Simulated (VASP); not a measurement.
# SnO2 (I4_1/amd) in VASP: a series of runs

SnO2 is run at these levels: LDA; tasks: single point.

Program: VASP 6.6.1. These are calculated values, not measurements. Logs are shortened: lines on timing, memory, paths and dates and some standing lists are left out, and cuts for length are marked.

### Step 1. The cell of the first run

The structure is tetragonal, space group I4_1/amd (No. 141). Conventional cell: a = 3.992 Å, b = 3.992 Å, c = 10.868 Å, α = 90.00°, β = 90.00°, γ = 90.00°. Sn (site symmetry -4m2) has 6 O at 2.08 to 2.14 Å within 2.8 Å. O (site symmetry 2mm) has 3 Sn at 2.08 to 2.14 Å and 2 O at 2.53 Å within 2.8 Å.

### Step 2. Single point, LDA (14.43 Å³/atom)

Contents of INCAR:

```
ALGO = Normal
EDIFF = 1E-6
ENCUT = 520
ISIF = 2
ISMEAR = 0
LASPH = True
LCHARG = False
LREAL = False
LWAVE = False
NBANDS = 35
NELM = 80
PREC = Accurate
SIGMA = 0.05
```

Contents of KPOINTS:

```
k-points
0
Gamma
  10 10 10
```

Contents of POSCAR:

```
SnO2
1.0
   -1.9960219439      1.9960219439      5.4339701401
    1.9960219439     -1.9960219439      5.4339701401
    1.9960219439      1.9960219439     -5.4339701401
Sn O
2 4
Direct
    0.7500000000      0.2500000000      0.5000000000
    0.0000000000      0.0000000000      0.0000000000
    0.8033697435      0.8033697435      0.0000000000
    0.9466302565      0.4466302565      0.5000000000
    0.1966302565      0.1966302565      0.0000000000
    0.5533697435      0.0533697435      0.5000000000
```

Potentials or basis: VASP PAW LDA potentials, release 64 (Sn_d, O).

Launch:

```
$ cat potpaw_LDA.64/Sn_d/POTCAR potpaw_LDA.64/O/POTCAR > POTCAR
$ mpirun -np 1 vasp_std > vasp.out
```

OUTCAR:

```text
EDIFF = 1E-6
   ENCUT = 520
   ISIF = 2
   ISMEAR = 0
   LASPH = True
   LREAL = False
   NELM = 80
   PREC = Accurate

 ion  position               nearest neighbor table
   1  0.750  0.250  0.500-   3 2.08   5 2.08   3 2.08   5 2.08   4 2.14   6 2.14   2 3.37   2 3.37
                             2 3.37   2 3.37
   2  0.000  0.000  0.000-   6 2.08   4 2.08   6 2.08   4 2.08   3 2.14   5 2.14   1 3.37   1 3.37
                             1 3.37   1 3.37
   3  0.803  0.803  0.000-   1 2.08   1 2.08   2 2.14
   4  0.947  0.447  0.500-   2 2.08   2 2.08   1 2.14
   5  0.197  0.197  0.000-   1 2.08   1 2.08   2 2.14
   6  0.553  0.053  0.500-   2 2.08   2 2.08   1 2.14

  LATTYP: Found a body centered tetragonal cell.
 ALAT       =     3.9920438878
 C/A-ratio  =     2.7224000000

  Lattice vectors:

 A1 = (  -1.9960219439,   1.9960219439,   5.4339701401)
 A2 = (   1.9960219439,  -1.9960219439,   5.4339701401)
 A3 = (   1.9960219439,   1.9960219439,  -5.4339701401)

Analysis of symmetry for initial positions (statically):
=====================================================================
 Subroutine PRICEL returns:
 Original cell was already a primitive cell.

 Routine SETGRP: Setting up the symmetry group for a
 body centered tetragonal supercell.

 Subroutine GETGRP returns: Found 16 space group operations
 (whereof  8 operations were pure point group operations)
 out of a pool of 16 trial point group operations.

The static configuration has the point symmetry D_2d.
 The point group associated with its full space group is D_4h.

Analysis of symmetry for dynamics (positions and initial velocities):
=====================================================================
 Subroutine PRICEL returns:
 Original cell was already a primitive cell.

 Routine SETGRP: Setting up the symmetry group for a
 body centered tetragonal supercell.

 Subroutine GETGRP returns: Found 16 space group operations
 (whereof  8 operations were pure point group operations)
 out of a pool of 16 trial point group operations.

The dynamic configuration has the point symmetry D_2d.
 The point group associated with its full space group is D_4h.

 Subroutine INISYM returns: Found 16 space group operations
 (whereof  8 operations are pure point group operations),
 and found     1 'primitive' translations

----------------------------------------------------------------------------------------

                                     Primitive cell

  volume of cell :      86.5980

  direct lattice vectors                    reciprocal lattice vectors
    -1.996021944  1.996021944  5.433970140     0.000000000  0.250498248  0.092013756
     1.996021944 -1.996021944  5.433970140     0.250498248  0.000000000  0.092013756
     1.996021944  1.996021944 -5.433970140     0.250498248  0.250498248  0.000000000

  length of vectors
     6.123417239  6.123417239  6.123417239     0.266863080  0.266863080  0.354258020

  position of ions in fractional coordinates (direct lattice)
     0.750000000  0.250000000  0.500000000
     0.000000000  0.000000000  0.000000000
     0.803369743  0.803369743  0.000000000
     0.946630257  0.446630257  0.500000000
     0.196630257  0.196630257  0.000000000
     0.553369743  0.053369743  0.500000000

  ion indices of the primitive-cell ions
   primitive index   ion index
                 1           1
                 2           2
                 3           3
                 4           4
                 5           5
                 6           6

----------------------------------------------------------------------------------------

 KPOINTS: k-points

Automatic generation of k-mesh.
 Grid dimensions read from file:
 generate k-points for:   10   10   10

 Generating k-lattice:

  Cartesian coordinates                     Fractional coordinates (reciprocal lattice)
     0.000000000  0.025049825  0.009201376     0.100000000 -0.000000000  0.000000000
     0.025049825  0.000000000  0.009201376    -0.000000000  0.100000000  0.000000000
     0.025049825  0.025049825  0.000000000     0.000000000  0.000000000  0.100000000

  Length of vectors
     0.026686308  0.026686308  0.035425802

  Shift w.r.t. Gamma in fractional coordinates (k-lattice)
     0.000000000  0.000000000  0.000000000

 Subroutine IBZKPT returns following result:
 ===========================================

 Found    102 irreducible k-points:

 Following reciprocal coordinates:
            Coordinates               Weight
  0.000000  0.000000  0.000000      1.000000
  0.100000 -0.000000  0.000000      8.000000
  0.200000 -0.000000  0.000000      8.000000
  0.300000 -0.000000  0.000000      8.000000
  0.400000 -0.000000  0.000000      8.000000
  0.500000 -0.000000  0.000000      4.000000
[... 16 lines left out ...]
  0.300000  0.300000  0.000000      8.000000
  0.400000  0.300000  0.000000     16.000000
 [... further k-points ...]
   k-points           NKPTS =    102   k-points in BZ     NKDIM =    102   number of bands    NBANDS=     35
   number of dos      NEDOS =    301   number of ions     NIONS =      6
   total plane-waves  NPLWV = 110592
   dimension x,y,z NGX =    48 NGY =   48 NGZ =   48
   dimension x,y,z NGXF=    96 NGYF=   96 NGZF=   96
   ions per type =               2   4
   NGX,Y,Z   is equivalent  to a cutoff of  13.03, 13.03, 13.03 a.u.
   NGXF,Y,Z  is equivalent  to a cutoff of  26.06, 26.06, 26.06 a.u.
 SYSTEM =  unknown system
   PREC   = accura    normal or accurate (medium, high low for compatibility)
   ISTART =      0    job   : 0-new  1-cont  2-samecut
   ICHARG =      2    charge: 1-file 2-atom 10-const
   ISPIN  =      1    spin polarized calculation?
   LNONCOLLINEAR =      F non collinear calculations
   LSORBIT =      F    spin-orbit coupling
   LASPH  =      T    aspherical Exc in radial PAW
   ENCUT  =  520.0 eV  38.22 Ry    6.18 a.u.  11.39 11.39 11.39*2*pi/ulx,y,z
   NELM   =     80;   NELMIN=  2; NELMDL= -5     # of ELM steps
   EDIFF  = 0.1E-05   stopping-criterion for ELM
   LREAL  =      F    real-space projection
   EDIFFG = 0.1E-04   stopping-criterion for IOM
   NSW    =      0    number of steps for IOM
   IBRION =     -1    ionic relax: 0-MD 1-quasi-New 2-CG
   NFREE  =      0    steps in history (QN), initial steepest desc. (CG)
   ISIF   =      2    stress and relaxation
   ISYM   =      2    0-nonsym 1-usesym 2-fastsym
   POTIM  = 0.5000    time-step for ionic-motion
   TEBEG  =    0.0;   TEEND  =   0.0 temperature during run
   PSTRESS=    0.0 pullay stress
   NELECT =      52.0000    total number of electrons
   NUPDOWN=      -1.0000    fix difference up-down
   EMIN   =  10.00;   EMAX   =-10.00  energy-range for DOS
   EFERMI =   0.00;   METHOD = LEGACY
   ISMEAR =     0;   SIGMA  =   0.05  broadening in eV -4-tet -1-fermi 0-gaus
   EFERMI_NEDOS =   21; number of points for ismear=-14 and -15
   IALGO  =     38    algorithm
   IMIX   =      4    mixing-type and parameters
     AMIX     =   0.40;   BMIX     =  1.00
     AMIX_MAG =   1.60;   BMIX_MAG =  1.00
  volume/ion in A,a.u.               =      14.43        97.40
  Fermi-wavevector in a.u.,A,eV,Ry     =   1.381147  2.609990 25.954036  1.907568
  Thomas-Fermi vector in A             =   2.505959
   LORBIT       =      0    0 simple, 1 ext, 2 COOP (PROOUT), +10 PAW based schemes
   GGA     = CA    functional components
   LHFCALC =     F    Hartree Fock is set to
   AEXX    =    0.0000 exact exchange contribution
   IVDW    =     0    specifies the selected vdW correction
   LEPSILON=     F    determine dielectric tensor
   LRPA    =     F    only Hartree local field effects (RPA)
 non-spin polarized calculation
 Gauss-broadening in eV      SIGMA  =   0.05
  energy-cutoff  :      520.00
  volume of cell :       86.60
 maximum number of plane-waves:      2373
 NGX is ok and might be reduce to    48
   NGX = 23   NGY = 23   NGZ = 23

 number of electron      52.0000004 magnetization

 Free energy of the ion-electron system (eV)
  ---------------------------------------------------
  ext. energy  EPLUGINS =         0.00000000
  ---------------------------------------------------
  free energy    TOTEN  =       -41.50335641 eV

  energy without entropy =      -41.50335641  energy(sigma->0) =      -41.50335641

 E-fermi :   3.4425     XC(G=0): -10.5863

 val. band max:        3.1769338290   @ k =  -0.3000   0.3000   0.0000
 cond. band min:       4.1640430466   @ k =   0.0000   0.0000   0.0000
 fundamental gap:      0.9871092176
 Fermi energy:         3.4424722530

 k-point     1 :       0.0000    0.0000    0.0000
  band No.  band energies     occupation
      1     -17.0064      2.00000
      2     -16.9207      2.00000
      3     -16.8955      2.00000
      4     -16.4291      2.00000
      5     -16.3561      2.00000
      6     -16.3561      2.00000
[... 27 lines left out ...]
     34      14.6811      0.00000
     35      14.6813      0.00000

 k-point     2 :       0.1000   -0.0000    0.0000
  band No.  band energies     occupation
      1     -17.0033      2.00000
      2     -16.9039      2.00000
      3     -16.8762      2.00000
      4     -16.4320      2.00000
      5     -16.3578      2.00000
      6     -16.3539      2.00000
[... 27 lines left out ...]
     34      14.3308      0.00000
     35      14.5215      0.00000

 k-point     3 :       0.2000   -0.0000    0.0000
  band No.  band energies     occupation
      1     -16.9942      2.00000
      2     -16.8839      2.00000
      3     -16.8011      2.00000
      4     -16.4417      2.00000
      5     -16.3621      2.00000
      6     -16.3482      2.00000
[... 27 lines left out ...]
     34      13.9592      0.00000
     35      14.1952      0.00000

 k-point     4 :       0.3000   -0.0000    0.0000
  band No.  band energies     occupation
      1     -16.9882      2.00000
      2     -16.8516      2.00000
      3     -16.7089      2.00000
      4     -16.4591      2.00000
      5     -16.3671      2.00000
      6     -16.3406      2.00000
[... 27 lines left out ...]
     34      13.9000      0.00000
     35      14.3726      0.00000

 k-point     5 :       0.4000   -0.0000    0.0000
  band No.  band energies     occupation
      1     -16.9874      2.00000
      2     -16.8176      2.00000
      3     -16.6381      2.00000
      4     -16.4795      2.00000
      5     -16.3709      2.00000
      6     -16.3292      2.00000
[... 638 lines left out ...]
 k-point    22 :      -0.2000    0.2000    0.0000
  band No.  band energies     occupation
      1     -16.8791      2.00000
      2     -16.8636      2.00000
      3     -16.7615      2.00000
      4     -16.4958      2.00000
      5     -16.3666      2.00000
      6     -16.3280      2.00000
[... 27 lines left out ...]
     34      13.6722      0.00000
     35      14.5239      0.00000

 k-point    23 :       0.3000    0.3000    0.0000
  band No.  band energies     occupation
      1     -16.8919      2.00000
      2     -16.8009      2.00000
      3     -16.5784      2.00000
      4     -16.4209      2.00000
      5     -16.3951      2.00000
      6     -16.3035      2.00000
[... 27 lines left out ...]
     34      13.8261      0.00000
     35      14.9804      0.00000

 k-point    24 :       0.4000    0.3000    0.0000
  band No.  band energies     occupation
      1     -16.8512      2.00000
      2     -16.7594      2.00000
      3     -16.5448      2.00000
      4     -16.4278      2.00000
      5     -16.3998      2.00000
      6     -16.3014      2.00000
[... 27 lines left out ...]
     34      13.9038      0.00000
     35      15.2645      0.00000

 [... further k-points ...]

------------------------ aborting loop because EDIFF is reached ----------------------------------------

  FORCE on cell =-STRESS in cart. coord.  units (eV):
  Direction    XX          YY          ZZ          XY          YZ          ZX
  --------------------------------------------------------------------------------------
  -------------------------------------------------------------------------------------
  Total       -4.4176968     -4.4176968     -6.9706644      0.0000000      0.0000000      0.0000000
  in kB      -81.7332224    -81.7332224   -128.9664936      0.0000000      0.0000000      0.0000000
  external PRESSURE =     -97.4776462 kB  Pullay stress =       0.0000000 kB

 VOLUME and BASIS-vectors are now :
 -----------------------------------------------------------------------------
  energy-cutoff  :      520.00
  volume of cell :       86.60
      direct lattice vectors                 reciprocal lattice vectors
    -1.996021944  1.996021944  5.433970140     0.000000000  0.250498248  0.092013756
     1.996021944 -1.996021944  5.433970140     0.250498248  0.000000000  0.092013756
     1.996021944  1.996021944 -5.433970140     0.250498248  0.250498248  0.000000000

 POSITION                                       TOTAL-FORCE (eV/Angst)
 -----------------------------------------------------------------------------------
     -0.00000      1.99602      2.71699        -0.000000     -0.000000     -0.000000
      0.00000      0.00000      0.00000        -0.000000     -0.000000     -0.000000
      0.00000      0.00000      8.73097        -0.000000      0.000000     -0.023561
      0.00000      1.99602      4.85395         0.000000     -0.000000      0.023561
      0.00000      0.00000      2.13697        -0.000000      0.000000      0.023561
      0.00000      1.99602      0.58002         0.000000     -0.000000     -0.023561
 -----------------------------------------------------------------------------------
    total drift:                                0.000000     -0.000000      0.000000

  FREE ENERGIE OF THE ION-ELECTRON SYSTEM (eV)
  ---------------------------------------------------
  free  energy   TOTEN  =       -41.5033564103 eV

  energy  without entropy=      -41.5033564103  energy(sigma->0) =      -41.50335641
```

It took 13 min on 1 thread of Oxide Virtual Turin-like, shared host; peak memory 0.38 GiB.

Results:

```yaml
Free_energy: -41.5034 eV
Pressure: -9.7 GPa
Largest_force: 0.024 eV/Å
Band_gap_on_the_k_mesh: 0.99 eV (least direct gap 1.20 eV)
```

Forces in eV/Å, atoms in the order of the input:
```
Sn   0.000  0.000  0.000
Sn   0.000  0.000  0.000
O    0.000  0.000 -0.024
O    0.000  0.000  0.024
O    0.000  0.000  0.024
O    0.000  0.000 -0.024
```

Stress tensor (GPa, compression positive):
```
 -8.17   0.00   0.00
  0.00  -8.17   0.00
  0.00   0.00 -12.90
```

Caveat: the cell stands under tension; spin-orbit coupling is left out, which moves the levels of the heavy elements. A k mesh can miss the band edges.

### Step 3. Single point, LDA (15.50 Å³/atom)

This run uses another cell than the first one, of 15.50 Å³/atom.

Contents of INCAR:

```
  PREC = Accurate
  ENCUT = 520
  EDIFF = 1E-7
  ISMEAR = 0
  SIGMA = 0.05
  LREAL = F
  LASPH = T
  NELM = 60
  ALGO = Normal
  ISIF = 2
  LWAVE = F
  LCHARG = T
  GGA = CA
  LELF = T
  LVHAR = T
  NBANDS = 35
```

Contents of KPOINTS:

```
regular mesh
0
Gamma
  10 10 10
```

Contents of POSCAR:

```
SnO2
1.0
   -2.1711519626      2.1711519626      4.9328572590
    2.1711519626     -2.1711519626      4.9328572590
    2.1711519626      2.1711519626     -4.9328572590
Sn O
2 4
Direct
    0.7500000000      0.2500000000      0.5000000000
    0.0000000000      0.0000000000      0.0000000000
    0.7959030151      0.7959030151      0.0000000000
    0.9540969849      0.4540969849      0.5000000000
    0.2040969849      0.2040969849      0.0000000000
    0.5459030151      0.0459030151      0.5000000000
```

Potentials or basis: VASP PAW LDA potentials, release 64 (Sn_d, O).

Launch:

```
$ cat potpaw_LDA.64/Sn_d/POTCAR potpaw_LDA.64/O/POTCAR > POTCAR
$ mpirun -np 1 vasp_std > vasp.out
```

Wall time 14 min (1 thread of Oxide Virtual Turin-like, shared host); peak memory 0.4 GiB.

It converged, with:

```
Free energy            : -40.7699 eV
Pressure               : -14.2 GPa
Largest force          : 0.094 eV/Å
Band gap on the k mesh : 1.04 eV (least direct gap 1.36 eV)
```

Forces on the atoms (eV/Å):
```
Sn   0.000  0.000  0.000
Sn   0.000  0.000  0.000
O    0.000  0.000 -0.094
O    0.000  0.000  0.094
O    0.000  0.000  0.094
O    0.000  0.000 -0.094
```

Stress tensor (GPa, compression positive):
```
-18.05   0.00   0.00
  0.00 -18.05   0.00
  0.00   0.00  -6.49
```

Levels at points of the mesh, in eV from the valence-band top:
| k point | band 22 | band 23 | band 24 | band 25 | band 26 | band 27 | band 28 | band 29 | band 30 | band 31 |
| --- | --- | --- | --- | --- | --- | --- | --- | --- | --- | --- |
| (0.00, 0.00, 0.00) | -1.41 | -0.52 | -0.52 | -0.32 | -0.32 | 1.04 | 4.73 | 8.97 | 9.66 | 9.66 |
| (0.50, 0.00, 0.00) | -0.91 | -0.65 | -0.63 | -0.47 | -0.46 | 3.80 | 5.18 | 7.09 | 7.28 | 8.98 |
| (0.50, 0.50, 0.00) | -1.17 | -0.62 | -0.62 | -0.09 | -0.09 | 5.78 | 5.78 | 6.54 | 6.54 | 7.34 |
| (0.50, 0.50, 0.50) | -2.08 | -0.86 | -0.86 | -0.23 | -0.23 | 3.49 | 3.49 | 7.57 | 7.57 | 9.98 |

Caveat: the stress differs along the axes, from -18 to -6 GPa; spin-orbit coupling is left out, which moves the levels of the heavy elements. A k mesh can miss the band edges.

[end of part 1 of 2]
